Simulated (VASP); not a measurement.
# BiTe (R-3m) in VASP: a series of runs

The runs below take BiTe through single point, with PBE.

Everything below comes from runs of VASP 6.6.1. Logs are shortened: lines on timing, memory, paths and dates and some standing lists are left out, and cuts for length are marked.

## (1) The cell of the first run

The structure is trigonal, space group R-3m (No. 166). Conventional cell: a = 4.967 Å, b = 4.967 Å, c = 9.952 Å, α = 90.00°, β = 90.00°, γ = 120.00°. Within 4.4 Å of Bi (site symmetry -3m) lie 6 Te at 3.31 Å and 6 Bi at 4.38 Å. Te (site symmetry -3m) has 6 Bi at 3.31 Å and 6 Te at 4.38 Å within 4.4 Å.

## (2) Single point, PBE (strain +0.025 along x and y, +0.000 along z)

File INCAR:

```
ALGO     = Normal         # electronic algorithm
EDIFF    = 1E-6           # SCF threshold, eV
ENCUT    = 520            # plane-wave cutoff, eV
GGA      = PE             # functional
ISIF     = 2              # what is computed and relaxed
ISMEAR   = 0              # smearing method
LASPH    = T              # aspherical terms in the spheres
LCHARG   = T              # write CHGCAR
LELF     = T              # ELF
LREAL    = F              # projectors in reciprocal space
LVHAR    = T            
LWAVE    = F              # write WAVECAR
NBANDS   = 18             # bands
NELM     = 80             # most SCF steps
PREC     = Accurate       # precision mode
SIGMA    = 0.15           # smearing width, eV
```

File KPOINTS:

```
k-points
0
Gamma
  12 12 12
```

File POSCAR:

```
BiTe
1.0
    2.4832754671      1.4337197594      3.3172919545
   -2.4832754671      1.4337197594      3.3172919545
    0.0000000000     -2.8674395188      3.3172919545
Bi Te
1 1
Direct
    0.5000000000      0.5000000000      0.5000000000
    0.0000000000      0.0000000000      0.0000000000
```

Potentials or basis: VASP PAW PBE potentials, release 64 (Bi_d, Te).

The run is started by

```sh
> cat potpaw_PBE.64/Bi_d/POTCAR potpaw_PBE.64/Te/POTCAR > POTCAR
> mpirun -np 1 vasp_std > vasp.out
```

OUTCAR:

```text
EDIFF = 1E-6
   ENCUT = 520
   GGA = PE
   ISIF = 2
   ISMEAR = 0
   LASPH = T
   LREAL = F
   NELM = 80
   PREC = Accurate

 ion  position               nearest neighbor table
   1  0.500  0.500  0.500-   2 3.31   2 3.31   2 3.31   2 3.31   2 3.31   2 3.31
   2  0.000  0.000  0.000-   1 3.31   1 3.31   1 3.31   1 3.31   1 3.31   1 3.31

  LATTYP: Found a trigonal (rhomboedric) cell.
 ALAT       =     4.3848187312
 COS(alpha) =     0.3585297742

  Lattice vectors:

 A1 = (   2.4832754671,   1.4337197594,   3.3172919545)
 A2 = (  -2.4832754671,   1.4337197594,   3.3172919545)
 A3 = (   0.0000000000,  -2.8674395188,   3.3172919545)

Analysis of symmetry for initial positions (statically):
=====================================================================
 Subroutine PRICEL returns:
 Original cell was already a primitive cell.

 Routine SETGRP: Setting up the symmetry group for a
 trigonal (rhombohedral) supercell.

 Subroutine GETGRP returns: Found 12 space group operations
 (whereof 12 operations were pure point group operations)
 out of a pool of 12 trial point group operations.

The static configuration has the point symmetry D_3d.

Analysis of symmetry for dynamics (positions and initial velocities):
=====================================================================
 Subroutine PRICEL returns:
 Original cell was already a primitive cell.

 Routine SETGRP: Setting up the symmetry group for a
 trigonal (rhombohedral) supercell.

 Subroutine GETGRP returns: Found 12 space group operations
 (whereof 12 operations were pure point group operations)
 out of a pool of 12 trial point group operations.

The dynamic configuration has the point symmetry D_3d.

 Subroutine INISYM returns: Found 12 space group operations
 (whereof 12 operations are pure point group operations),
 and found     1 'primitive' translations

----------------------------------------------------------------------------------------

                                     Primitive cell

  volume of cell :      70.8637

  direct lattice vectors                    reciprocal lattice vectors
     2.483275467  1.433719759  3.317291954     0.201346974  0.116247729  0.100483568
    -2.483275467  1.433719759  3.317291954    -0.201346974  0.116247729  0.100483568
     0.000000000 -2.867439519  3.317291954     0.000000000 -0.232495459  0.100483568

  length of vectors
     4.384818731  4.384818731  4.384818731     0.253280647  0.253280647  0.253280647

  position of ions in fractional coordinates (direct lattice)
     0.500000000  0.500000000  0.500000000
     0.000000000  0.000000000  0.000000000

  ion indices of the primitive-cell ions
   primitive index   ion index
                 1           1
                 2           2

----------------------------------------------------------------------------------------

 KPOINTS: k-points

Automatic generation of k-mesh.
 Grid dimensions read from file:
 generate k-points for:   12   12   12

 Generating k-lattice:

  Cartesian coordinates                     Fractional coordinates (reciprocal lattice)
     0.016778914  0.009687311  0.008373631     0.083333333  0.000000000  0.000000000
    -0.016778914  0.009687311  0.008373631     0.000000000  0.083333333  0.000000000
     0.000000000 -0.019374622  0.008373631     0.000000000  0.000000000  0.083333333

  Length of vectors
     0.021106721  0.021106721  0.021106721

  Shift w.r.t. Gamma in fractional coordinates (k-lattice)
     0.000000000  0.000000000  0.000000000

 Subroutine IBZKPT returns following result:
 ===========================================

 Found    189 irreducible k-points:

 Following reciprocal coordinates:
            Coordinates               Weight
  0.000000  0.000000  0.000000      1.000000
  0.083333  0.000000 -0.000000      6.000000
  0.166667  0.000000 -0.000000      6.000000
  0.250000  0.000000 -0.000000      6.000000
  0.333333  0.000000 -0.000000      6.000000
  0.416667 -0.000000 -0.000000      6.000000
[... 16 lines left out ...]
  0.500000  0.166667 -0.000000     12.000000
 -0.416667  0.166667  0.000000     12.000000
 [... further k-points ...]
   k-points           NKPTS =    189   k-points in BZ     NKDIM =    189   number of bands    NBANDS=     18
   number of dos      NEDOS =    301   number of ions     NIONS =      2
   total plane-waves  NPLWV =  46656
   dimension x,y,z NGX =    36 NGY =   36 NGZ =   36
   dimension x,y,z NGXF=    72 NGYF=   72 NGZF=   72
   ions per type =               1   1
   NGX,Y,Z   is equivalent  to a cutoff of  13.65, 13.65, 13.65 a.u.
   NGXF,Y,Z  is equivalent  to a cutoff of  27.30, 27.30, 27.30 a.u.
 SYSTEM =  unknown system
   PREC   = accura    normal or accurate (medium, high low for compatibility)
   ISTART =      0    job   : 0-new  1-cont  2-samecut
   ICHARG =      2    charge: 1-file 2-atom 10-const
   ISPIN  =      1    spin polarized calculation?
   LNONCOLLINEAR =      F non collinear calculations
   LSORBIT =      F    spin-orbit coupling
   LASPH  =      T    aspherical Exc in radial PAW
   ENCUT  =  520.0 eV  38.22 Ry    6.18 a.u.   8.15  8.15  8.15*2*pi/ulx,y,z
   NELM   =     80;   NELMIN=  2; NELMDL= -5     # of ELM steps
   EDIFF  = 0.1E-05   stopping-criterion for ELM
   LREAL  =      F    real-space projection
   EDIFFG = 0.1E-04   stopping-criterion for IOM
   NSW    =      0    number of steps for IOM
   IBRION =     -1    ionic relax: 0-MD 1-quasi-New 2-CG
   NFREE  =      0    steps in history (QN), initial steepest desc. (CG)
   ISIF   =      2    stress and relaxation
   ISYM   =      2    0-nonsym 1-usesym 2-fastsym
   POTIM  = 0.5000    time-step for ionic-motion
   TEBEG  =    0.0;   TEEND  =   0.0 temperature during run
   PSTRESS=    0.0 pullay stress
   NELECT =      21.0000    total number of electrons
   NUPDOWN=      -1.0000    fix difference up-down
   EMIN   =  10.00;   EMAX   =-10.00  energy-range for DOS
   EFERMI =   0.00;   METHOD = LEGACY
   ISMEAR =     0;   SIGMA  =   0.15  broadening in eV -4-tet -1-fermi 0-gaus
   EFERMI_NEDOS =   21; number of points for ismear=-14 and -15
   IALGO  =     38    algorithm
   IMIX   =      4    mixing-type and parameters
     AMIX     =   0.40;   BMIX     =  1.00
     AMIX_MAG =   1.60;   BMIX_MAG =  1.00
  volume/ion in A,a.u.               =      35.43       239.11
  Fermi-wavevector in a.u.,A,eV,Ry     =   1.091457  2.062554 16.208321  1.191278
  Thomas-Fermi vector in A             =   2.227702
   LORBIT       =      0    0 simple, 1 ext, 2 COOP (PROOUT), +10 PAW based schemes
   GGA     = PE    functional components
   LHFCALC =     F    Hartree Fock is set to
   AEXX    =    0.0000 exact exchange contribution
   IVDW    =     0    specifies the selected vdW correction
   LEPSILON=     F    determine dielectric tensor
   LRPA    =     F    only Hartree local field effects (RPA)
 non-spin polarized calculation
 Gauss-broadening in eV      SIGMA  =   0.15
  energy-cutoff  :      520.00
  volume of cell :       70.86
 maximum number of plane-waves:      1927
 NGX is ok and might be reduce to    36
   NGX = 17   NGY = 17   NGZ = 17

 number of electron      20.9999997 magnetization

 Free energy of the ion-electron system (eV)
  ---------------------------------------------------
  ext. energy  EPLUGINS =         0.00000000
  ---------------------------------------------------
  free energy    TOTEN  =        -7.15752541 eV

  energy without entropy =       -7.14263349  energy(sigma->0) =       -7.15007945

 E-fermi :   6.0657     XC(G=0):  -9.2641

 val. band max:        6.0412066218   @ k =   0.2500   0.1667   0.1667
 cond. band min:       6.0663029551   @ k =   0.3333   0.0833   0.0833
 fundamental gap:      0.0250963333
 Fermi energy:         6.0656769895

 k-point     1 :       0.0000    0.0000    0.0000
  band No.  band energies     occupation
      1     -17.1468      2.00000
      2     -17.1468      2.00000
      3     -17.1336      2.00000
      4     -17.1336      2.00000
      5     -17.1221      2.00000
      6      -7.0565      2.00000
[... 10 lines left out ...]
     17      12.9818      0.00000
     18      12.9818      0.00000

 k-point     2 :       0.0833    0.0000   -0.0000
  band No.  band energies     occupation
      1     -17.1467      2.00000
      2     -17.1467      2.00000
      3     -17.1339      2.00000
      4     -17.1332      2.00000
      5     -17.1220      2.00000
      6      -7.0015      2.00000
[... 10 lines left out ...]
     17      12.7839      0.00000
     18      13.2273      0.00000

 k-point     3 :       0.1667    0.0000   -0.0000
  band No.  band energies     occupation
      1     -17.1464      2.00000
      2     -17.1463      2.00000
      3     -17.1347      2.00000
      4     -17.1322      2.00000
      5     -17.1217      2.00000
      6      -6.8374      2.00000
[... 10 lines left out ...]
     17      13.3522      0.00000
     18      13.9303      0.00000

 k-point     4 :       0.2500    0.0000   -0.0000
  band No.  band energies     occupation
      1     -17.1461      2.00000
      2     -17.1459      2.00000
      3     -17.1358      2.00000
      4     -17.1308      2.00000
      5     -17.1211      2.00000
      6      -6.5676      2.00000
[... 10 lines left out ...]
     17      14.2243      0.00000
     18      14.9621      0.00000

 k-point     5 :       0.3333    0.0000   -0.0000
  band No.  band energies     occupation
      1     -17.1460      2.00000
      2     -17.1456      2.00000
      3     -17.1369      2.00000
      4     -17.1297      2.00000
      5     -17.1201      2.00000
      6      -6.1982      2.00000
[... 10 lines left out ...]
     17      14.6679      0.00000
     18      15.4731      0.00000

 k-point     6 :       0.4167   -0.0000   -0.0000
  band No.  band energies     occupation
      1     -17.1460      2.00000
      2     -17.1454      2.00000
      3     -17.1376      2.00000
      4     -17.1290      2.00000
      5     -17.1191      2.00000
      6      -5.7399      2.00000
[... 10 lines left out ...]
     17      14.4158      0.00000
     18      15.7181      0.00000

 k-point     7 :       0.5000    0.0000   -0.0000
  band No.  band energies     occupation
      1     -17.1461      2.00000
      2     -17.1453      2.00000
      3     -17.1379      2.00000
      4     -17.1289      2.00000
      5     -17.1186      2.00000
      6      -5.2778      2.00000
[... 10 lines left out ...]
     17      13.7073      0.00000
     18      16.8425      0.00000

 k-point     8 :       0.0833    0.0833   -0.0000
  band No.  band energies     occupation
      1     -17.1469      2.00000
      2     -17.1464      2.00000
      3     -17.1339      2.00000
      4     -17.1329      2.00000
      5     -17.1220      2.00000
      6      -6.9780      2.00000
[... 10 lines left out ...]
     17      12.4511      0.00000
     18      13.0668      0.00000
[... 229 lines left out ...]
     17      12.7968      0.00000
     18      13.3095      0.00000

 k-point    20 :       0.2500    0.1667   -0.0000
  band No.  band energies     occupation
      1     -17.1475      2.00000
      2     -17.1449      2.00000
      3     -17.1354      2.00000
      4     -17.1294      2.00000
      5     -17.1215      2.00000
      6      -6.5495      2.00000
[... 10 lines left out ...]
     17      13.2068      0.00000
     18      13.8372      0.00000

 k-point    21 :       0.3333    0.1667   -0.0000
  band No.  band energies     occupation
      1     -17.1476      2.00000
      2     -17.1447      2.00000
      3     -17.1361      2.00000
      4     -17.1282      2.00000
      5     -17.1206      2.00000
      6      -6.2541      2.00000
[... 10 lines left out ...]
     17      14.2384      0.00000
     18      14.8437      0.00000

 k-point    22 :       0.4167    0.1667   -0.0000
  band No.  band energies     occupation
      1     -17.1474      2.00000
      2     -17.1448      2.00000
      3     -17.1367      2.00000
      4     -17.1277      2.00000
      5     -17.1196      2.00000
      6      -5.8740      2.00000
[... 10 lines left out ...]
     17      15.2017      0.00000
     18      15.6359      0.00000

 k-point    23 :       0.5000    0.1667   -0.0000
  band No.  band energies     occupation
      1     -17.1470      2.00000
      2     -17.1451      2.00000
      3     -17.1369      2.00000
      4     -17.1277      2.00000
      5     -17.1191      2.00000
      6      -5.4290      2.00000
[... 10 lines left out ...]
     17      15.5337      0.00000
     18      16.3980      0.00000

 k-point    24 :      -0.4167    0.1667    0.0000
  band No.  band energies     occupation
      1     -17.1463      2.00000
      2     -17.1454      2.00000
      3     -17.1367      2.00000
      4     -17.1282      2.00000
      5     -17.1194      2.00000
      6      -5.2982      2.00000
[... 10 lines left out ...]
     17      14.9010      0.00000
     18      15.8569      0.00000

 [... further k-points ...]

------------------------ aborting loop because EDIFF is reached ----------------------------------------

  FORCE on cell =-STRESS in cart. coord.  units (eV):
  Direction    XX          YY          ZZ          XY          YZ          ZX
  --------------------------------------------------------------------------------------
  -------------------------------------------------------------------------------------
  Total       -1.2484499     -1.2484499     -0.7053857      0.0000000     -0.0000000      0.0000000
  in kB      -28.2265361    -28.2265361    -15.9482532      0.0000000     -0.0000000      0.0000000
  external PRESSURE =     -24.1337751 kB  Pullay stress =       0.0000000 kB

 VOLUME and BASIS-vectors are now :
 -----------------------------------------------------------------------------
  energy-cutoff  :      520.00
  volume of cell :       70.86
      direct lattice vectors                 reciprocal lattice vectors
     2.483275467  1.433719759  3.317291954     0.201346974  0.116247729  0.100483568
    -2.483275467  1.433719759  3.317291954    -0.201346974  0.116247729  0.100483568
     0.000000000 -2.867439519  3.317291954     0.000000000 -0.232495459  0.100483568

 POSITION                                       TOTAL-FORCE (eV/Angst)
 -----------------------------------------------------------------------------------
      0.00000      0.00000      4.97594         0.000000      0.000000      0.000000
      0.00000      0.00000      0.00000         0.000000      0.000000     -0.000000
 -----------------------------------------------------------------------------------
    total drift:                               -0.000000     -0.000000      0.000000

  FREE ENERGIE OF THE ION-ELECTRON SYSTEM (eV)
  ---------------------------------------------------
  free  energy   TOTEN  =        -7.1575254090 eV

  energy  without entropy=       -7.1426334939  energy(sigma->0) =       -7.15007945
```

Run time: 4.8 min. Hardware: 1 thread of Intel Xeon 8259CL, shared host; peak memory 0.38 GiB.

What came out:

* Free energy: -7.1575 eV
* Pressure: -2.4 GPa

Caveat: the cell differs from its parent crystal (strain +0.025 along x and y, +0.000 along z); spin-orbit coupling is left out, which moves the levels of the heavy elements.

## (3) Single point, PBE (strain +0.050 along x and y, -0.025 along z)

File INCAR:

```
PREC = Accurate
ENCUT = 520
EDIFF = 1E-6
ISMEAR = 0
SIGMA = 0.15
LREAL = F
LASPH = T
NELM = 100
ALGO = Normal
ISIF = 2
LWAVE = F
LCHARG = T
GGA = PE
LELF = T
LVHAR = T
NBANDS = 18
```

File KPOINTS:

```
Automatic mesh
0
Gamma
  12 12 12
```

File POSCAR:

```
BiTe
1.0
    2.5438431614      1.4686885340      3.2343596556
   -2.5438431614      1.4686885340      3.2343596556
    0.0000000000     -2.9373770681      3.2343596556
Bi Te
1 1
Direct
    0.5000000000      0.5000000000      0.5000000000
    0.0000000000      0.0000000000      0.0000000000
```

Potentials or basis: VASP PAW PBE potentials, release 64 (Bi_d, Te).

The run is started by

```sh
> cat potpaw_PBE.64/Bi_d/POTCAR potpaw_PBE.64/Te/POTCAR > POTCAR
> mpirun -np 1 vasp_std > vasp.out
```

OUTCAR:

```text
PREC = Accurate
   ENCUT = 520
   EDIFF = 1E-6
   ISMEAR = 0
   LREAL = F
   LASPH = T
   NELM = 100
   ISIF = 2
   GGA = PE

 ion  position               nearest neighbor table
   1  0.500  0.500  0.500-   2 3.35   2 3.35   2 3.35   2 3.35   2 3.35   2 3.35
   2  0.000  0.000  0.000-   1 3.35   1 3.35   1 3.35   1 3.35   1 3.35   1 3.35

  LATTYP: Found a trigonal (rhomboedric) cell.
 ALAT       =     4.3691265055
 COS(alpha) =     0.3220129169

  Lattice vectors:
[... 689 lines left out ...]

 [... further k-points ...]

------------------------ aborting loop because EDIFF is reached ----------------------------------------

  FORCE on cell =-STRESS in cart. coord.  units (eV):
  Direction    XX          YY          ZZ          XY          YZ          ZX
  --------------------------------------------------------------------------------------
  -------------------------------------------------------------------------------------
  Total       -2.0384323     -2.0384323     -0.8465592      0.0000000      0.0000000      0.0000000
  in kB      -45.0450701    -45.0450701    -18.7071794      0.0000000      0.0000000      0.0000000
  external PRESSURE =     -36.2657732 kB  Pullay stress =       0.0000000 kB

 VOLUME and BASIS-vectors are now :
 -----------------------------------------------------------------------------
  energy-cutoff  :      520.00
  volume of cell :       72.50
      direct lattice vectors                 reciprocal lattice vectors
     2.543843161  1.468688534  3.234359656     0.196552998  0.113479926  0.103060070
    -2.543843161  1.468688534  3.234359656    -0.196552998  0.113479926  0.103060070
     0.000000000 -2.937377068  3.234359656     0.000000000 -0.226959853  0.103060070

 POSITION                                       TOTAL-FORCE (eV/Angst)
 -----------------------------------------------------------------------------------
      0.00000     -0.00000      4.85154        -0.000000     -0.000000      0.000000
      0.00000      0.00000      0.00000         0.000000      0.000000     -0.000000
 -----------------------------------------------------------------------------------
    total drift:                               -0.000000      0.000000     -0.000000

  FREE ENERGIE OF THE ION-ELECTRON SYSTEM (eV)
  ---------------------------------------------------
  free  energy   TOTEN  =        -7.0985879094 eV

  energy  without entropy=       -7.0839046961  energy(sigma->0) =       -7.09124630
```

stdout:

```text
POSCAR found type information on POSCAR BiTe
 POSCAR found :  2 types and       2 ions
 scaLAPACK will be used
 LDA part: xc-table for (Slater+PW92), standard interpolation
 POSCAR, INCAR and KPOINTS ok, starting setup
 FFT: planning ... GRIDC
 FFT: planning ... GRID_SOFT
 FFT: planning ... GRID
 WAVECAR not read
 entering main loop
```

Run time: 2.8 min. Hardware: 1 thread of Intel Xeon 8259CL, shared host; peak memory 0.36 GiB.

What came out:

| Item | Value |
| --- | --- |
| Free energy | -7.0986 eV |
| Pressure | -3.6 GPa |

Caveat: the cell differs from its parent crystal (strain +0.050 along x and y, -0.025 along z); spin-orbit coupling is left out, which moves the levels of the heavy elements.

(Part 1 of 2 ends here.)
